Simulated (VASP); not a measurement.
# Rb (Pm-3m) in VASP: single point with LDA

Aim: the single point of Rb with LDA.

Everything below comes from runs of VASP 6.6.1. Logs are shortened: lines on timing, memory, paths and dates and some standing lists are left out, and cuts for length are marked.

**1. The cell of the first run**

The structure is cubic, space group Pm-3m (No. 221). Conventional cell: a = 4.390 Å, b = 4.390 Å, c = 4.390 Å, α = 90.00°, β = 90.00°, γ = 90.00°. Within 5.8 Å of Rb (site symmetry m-3m) lie 6 Rb at 4.39 Å.

**2. Single point, LDA**

File INCAR:

```
PREC = Accurate ; ENCUT = 520
EDIFF = 1E-6 ; ISMEAR = -1
SIGMA = 0.13605693000000002 ; LREAL = False
LASPH = True ; NELM = 80
ALGO = Normal ; ISIF = 2
LWAVE = False ; LCHARG = False
GGA = CA ; NBANDS = 10
```

File KPOINTS:

```
Automatic mesh
0
Gamma
  8 8 8
```

File POSCAR:

```
Rb
1.0
    4.3903196271      0.0000000000      0.0000000000
    0.0000000000      4.3903196271      0.0000000000
    0.0000000000      0.0000000000      4.3903196271
Rb
1
Direct
    0.0000000000      0.0000000000      0.0000000000
```

Potentials or basis: VASP PAW LDA potentials, release 64 (Rb_sv).

Started as:

```console
cat potpaw_LDA.64/Rb_sv/POTCAR > POTCAR
mpirun -np 1 vasp_std > vasp.out
```

OUTCAR:

```text
PREC = Accurate
   ENCUT = 520
   EDIFF = 1E-6
   ISMEAR = -1
   LREAL = False
   LASPH = True
   NELM = 80
   ISIF = 2
   GGA = CA

 ion  position               nearest neighbor table
   1  0.000  0.000  0.000-

  LATTYP: Found a simple cubic cell.
 ALAT       =     4.3903196271

  Lattice vectors:

 A1 = (   4.3903196271,   0.0000000000,   0.0000000000)
 A2 = (   0.0000000000,   4.3903196271,   0.0000000000)
 A3 = (   0.0000000000,   0.0000000000,   4.3903196271)

Analysis of symmetry for initial positions (statically):
=====================================================================
 Subroutine PRICEL returns:
 Original cell was already a primitive cell.

 Routine SETGRP: Setting up the symmetry group for a
 simple cubic supercell.

 Subroutine GETGRP returns: Found 48 space group operations
 (whereof 48 operations were pure point group operations)
 out of a pool of 48 trial point group operations.

The static configuration has the point symmetry O_h .

Analysis of symmetry for dynamics (positions and initial velocities):
=====================================================================
 Subroutine PRICEL returns:
 Original cell was already a primitive cell.

 Routine SETGRP: Setting up the symmetry group for a
 simple cubic supercell.

 Subroutine GETGRP returns: Found 48 space group operations
 (whereof 48 operations were pure point group operations)
 out of a pool of 48 trial point group operations.

The dynamic configuration has the point symmetry O_h .

 Subroutine INISYM returns: Found 48 space group operations
 (whereof 48 operations are pure point group operations),
 and found     1 'primitive' translations

----------------------------------------------------------------------------------------

                                     Primitive cell

  volume of cell :      84.6230

  direct lattice vectors                    reciprocal lattice vectors
     4.390319627  0.000000000  0.000000000     0.227773849  0.000000000  0.000000000
     0.000000000  4.390319627  0.000000000     0.000000000  0.227773849  0.000000000
     0.000000000  0.000000000  4.390319627     0.000000000  0.000000000  0.227773849

  length of vectors
     4.390319627  4.390319627  4.390319627     0.227773849  0.227773849  0.227773849

  position of ions in fractional coordinates (direct lattice)
     0.000000000  0.000000000  0.000000000

  ion indices of the primitive-cell ions
   primitive index   ion index
                 1           1

----------------------------------------------------------------------------------------

 KPOINTS: Automatic mesh

Automatic generation of k-mesh.
 Grid dimensions read from file:
 generate k-points for:    8    8    8

 Generating k-lattice:

  Cartesian coordinates                     Fractional coordinates (reciprocal lattice)
     0.028471731  0.000000000  0.000000000     0.125000000  0.000000000  0.000000000
     0.000000000  0.028471731  0.000000000     0.000000000  0.125000000  0.000000000
     0.000000000  0.000000000  0.028471731     0.000000000  0.000000000  0.125000000

  Length of vectors
     0.028471731  0.028471731  0.028471731

  Shift w.r.t. Gamma in fractional coordinates (k-lattice)
     0.000000000  0.000000000  0.000000000

 Subroutine IBZKPT returns following result:
 ===========================================

 Found     35 irreducible k-points:

 Following reciprocal coordinates:
            Coordinates               Weight
  0.000000  0.000000  0.000000      1.000000
  0.125000  0.000000  0.000000      6.000000
  0.250000  0.000000  0.000000      6.000000
  0.375000  0.000000  0.000000      6.000000
  0.500000  0.000000  0.000000      3.000000
  0.125000  0.125000  0.000000     12.000000
[... 16 lines left out ...]
  0.375000  0.375000  0.125000     24.000000
  0.500000  0.375000  0.125000     24.000000
 [... further k-points ...]
   k-points           NKPTS =     35   k-points in BZ     NKDIM =     35   number of bands    NBANDS=     10
   number of dos      NEDOS =    301   number of ions     NIONS =      1
   total plane-waves  NPLWV =  46656
   dimension x,y,z NGX =    36 NGY =   36 NGZ =   36
   dimension x,y,z NGXF=    72 NGYF=   72 NGZF=   72
   ions per type =               1
   NGX,Y,Z   is equivalent  to a cutoff of  13.63, 13.63, 13.63 a.u.
   NGXF,Y,Z  is equivalent  to a cutoff of  27.26, 27.26, 27.26 a.u.
 SYSTEM =  unknown system
   PREC   = accura    normal or accurate (medium, high low for compatibility)
   ISTART =      0    job   : 0-new  1-cont  2-samecut
   ICHARG =      2    charge: 1-file 2-atom 10-const
   ISPIN  =      1    spin polarized calculation?
   LNONCOLLINEAR =      F non collinear calculations
   LSORBIT =      F    spin-orbit coupling
   LASPH  =      T    aspherical Exc in radial PAW
   ENCUT  =  520.0 eV  38.22 Ry    6.18 a.u.   8.16  8.16  8.16*2*pi/ulx,y,z
   NELM   =     80;   NELMIN=  2; NELMDL= -5     # of ELM steps
   EDIFF  = 0.1E-05   stopping-criterion for ELM
   LREAL  =      F    real-space projection
   EDIFFG = 0.1E-04   stopping-criterion for IOM
   NSW    =      0    number of steps for IOM
   IBRION =     -1    ionic relax: 0-MD 1-quasi-New 2-CG
   NFREE  =      0    steps in history (QN), initial steepest desc. (CG)
   ISIF   =      2    stress and relaxation
   ISYM   =      2    0-nonsym 1-usesym 2-fastsym
   POTIM  = 0.5000    time-step for ionic-motion
   TEBEG  =    0.0;   TEEND  =   0.0 temperature during run
   PSTRESS=    0.0 pullay stress
   NELECT =       9.0000    total number of electrons
   NUPDOWN=      -1.0000    fix difference up-down
   EMIN   =  10.00;   EMAX   =-10.00  energy-range for DOS
   EFERMI =   0.00;   METHOD = LEGACY
   ISMEAR =    -1;   SIGMA  =   0.14  broadening in eV -4-tet -1-fermi 0-gaus
   EFERMI_NEDOS =   21; number of points for ismear=-14 and -15
   IALGO  =     38    algorithm
   IMIX   =      4    mixing-type and parameters
     AMIX     =   0.40;   BMIX     =  1.00
     AMIX_MAG =   1.60;   BMIX_MAG =  1.00
  volume/ion in A,a.u.               =      84.62       571.06
  Fermi-wavevector in a.u.,A,eV,Ry     =   0.775639  1.465745  8.185477  0.601616
  Thomas-Fermi vector in A             =   1.877948
   LORBIT       =      0    0 simple, 1 ext, 2 COOP (PROOUT), +10 PAW based schemes
   GGA     = CA    functional components
   LHFCALC =     F    Hartree Fock is set to
   AEXX    =    0.0000 exact exchange contribution
   IVDW    =     0    specifies the selected vdW correction
   LEPSILON=     F    determine dielectric tensor
   LRPA    =     F    only Hartree local field effects (RPA)
 non-spin polarized calculation
  energy-cutoff  :      520.00
  volume of cell :       84.62
 maximum number of plane-waves:      2301
 NGX is ok and might be reduce to    36
   NGX = 17   NGY = 17   NGZ = 17

 number of electron       9.0000000 magnetization

 Free energy of the ion-electron system (eV)
  ---------------------------------------------------
  ext. energy  EPLUGINS =         0.00000000
  ---------------------------------------------------
  free energy    TOTEN  =        -0.98715434 eV

  energy without entropy =       -0.93821772  energy(sigma->0) =       -0.96268603

 E-fermi :  -0.0257     XC(G=0):  -5.8491

 val. band max:       -0.0714047522   @ k =   0.5000   0.1250   0.0000
 cond. band min:       0.1092198649   @ k =   0.5000   0.1250   0.1250
 fundamental gap:      0.1806246171
 Fermi energy:        -0.0257368527

 k-point     1 :       0.0000    0.0000    0.0000
  band No.  band energies     occupation
      1     -28.9327      2.00000
      2     -12.9970      2.00000
      3     -12.9970      2.00000
      4     -12.9970      2.00000
      5      -2.1068      2.00000
      6       2.2066      0.00000
      7       2.2066      0.00000
      8       6.1101      0.00000
      9       6.1113      0.00000
     10       6.1138      0.00000

 k-point     2 :       0.1250    0.0000    0.0000
  band No.  band energies     occupation
      1     -28.9314      2.00000
      2     -13.0272      2.00000
      3     -12.9945      2.00000
      4     -12.9945      2.00000
      5      -1.9496      2.00000
      6       2.1730      0.00000
      7       2.2777      0.00000
      8       5.3867      0.00000
      9       5.3867      0.00000
     10       5.6865      0.00000

 k-point     3 :       0.2500    0.0000    0.0000
  band No.  band energies     occupation
      1     -28.9283      2.00000
      2     -13.0986      2.00000
      3     -12.9883      2.00000
      4     -12.9883      2.00000
      5      -1.5039      1.99996
      6       1.8369      0.00000
      7       2.4682      0.00000
      8       4.7383      0.00000
      9       4.7383      0.00000
     10       5.4119      0.00000

 k-point     4 :       0.3750    0.0000    0.0000
  band No.  band energies     occupation
      1     -28.9251      2.00000
      2     -13.1683      2.00000
      3     -12.9821      2.00000
      4     -12.9821      2.00000
      5      -0.8402      1.99499
      6       1.0703      0.00063
      7       2.6954      0.00000
      8       4.3176      0.00000
      9       4.3176      0.00000
     10       6.0589      0.00000
[... 222 lines left out ...]
 k-point    22 :       0.5000    0.2500    0.1250
  band No.  band energies     occupation
      1     -28.9182      2.00000
      2     -13.1792      2.00000
      3     -13.0730      2.00000
      4     -12.9991      2.00000
      5       0.6011      0.01977
      6       0.6058      0.01910
      7       2.9399      0.00000
      8       3.1072      0.00000
      9       4.3393      0.00000
     10       4.7183      0.00000

 k-point    23 :       0.3750    0.3750    0.1250
  band No.  band energies     occupation
      1     -28.9164      2.00000
      2     -13.1441      2.00000
      3     -13.1412      2.00000
      4     -12.9954      2.00000
      5       0.3547      0.11510
      6       1.5633      0.00002
      7       2.2996      0.00000
      8       3.1705      0.00000
      9       4.2874      0.00000
     10       4.6356      0.00000

 k-point    24 :       0.5000    0.3750    0.1250
  band No.  band energies     occupation
      1     -28.9151      2.00000
      2     -13.1697      2.00000
      3     -13.1389      2.00000
      4     -12.9928      2.00000
      5       0.7385      0.00724
      6       1.3029      0.00011
      7       2.4577      0.00000
      8       2.8237      0.00000
      9       4.5339      0.00000
     10       4.5639      0.00000

 [... further k-points ...]
[... 5 lines left out ...]
  --------------------------------------------------------------------------------------
  -------------------------------------------------------------------------------------
  Total       -0.0034568     -0.0034568     -0.0034568     -0.0000000     -0.0000000      0.0000000
  in kB       -0.0654482     -0.0654482     -0.0654482     -0.0000000     -0.0000000      0.0000000
  external PRESSURE =      -0.0654482 kB  Pullay stress =       0.0000000 kB

 VOLUME and BASIS-vectors are now :
 -----------------------------------------------------------------------------
  energy-cutoff  :      520.00
  volume of cell :       84.62
      direct lattice vectors                 reciprocal lattice vectors
     4.390319627  0.000000000  0.000000000     0.227773849  0.000000000  0.000000000
     0.000000000  4.390319627  0.000000000     0.000000000  0.227773849  0.000000000
     0.000000000  0.000000000  4.390319627     0.000000000  0.000000000  0.227773849

 POSITION                                       TOTAL-FORCE (eV/Angst)
 -----------------------------------------------------------------------------------
      0.00000      0.00000      0.00000         0.000000      0.000000      0.000000
 -----------------------------------------------------------------------------------
    total drift:                                0.000000      0.000000     -0.000000

  FREE ENERGIE OF THE ION-ELECTRON SYSTEM (eV)
  ---------------------------------------------------
  free  energy   TOTEN  =        -0.9871543406 eV

  energy  without entropy=       -0.9382177160  energy(sigma->0) =       -0.96268603
```

Wall time 12 s (1 thread of Intel Xeon Platinum 8375C at 2.90GHz (Ice Lake), shared host); peak memory 0.17 GiB.

Results:

| Quantity | Value |
| --- | --- |
| Free energy | -0.9872 eV |
| Pressure | 0.0 GPa |

Levels at points of the mesh, in eV from the Fermi level:
| k point | band 1 | band 2 | band 3 | band 4 | band 5 | band 6 | band 7 | band 8 |
| --- | --- | --- | --- | --- | --- | --- | --- | --- |
| (0.00, 0.00, 0.00) | -28.91 | -12.97 | -12.97 | -12.97 | -2.08 | 2.23 | 2.23 | 6.14 |
| (0.50, 0.00, 0.00) | -28.90 | -13.17 | -12.95 | -12.95 | -0.23 | 0.44 | 2.83 | 4.20 |
| (0.50, 0.50, 0.00) | -28.89 | -13.14 | -13.14 | -12.94 | 0.73 | 1.70 | 2.39 | 2.39 |
| (0.50, 0.50, 0.50) | -28.88 | -13.12 | -13.12 | -13.12 | 1.76 | 1.76 | 1.76 | 3.96 |
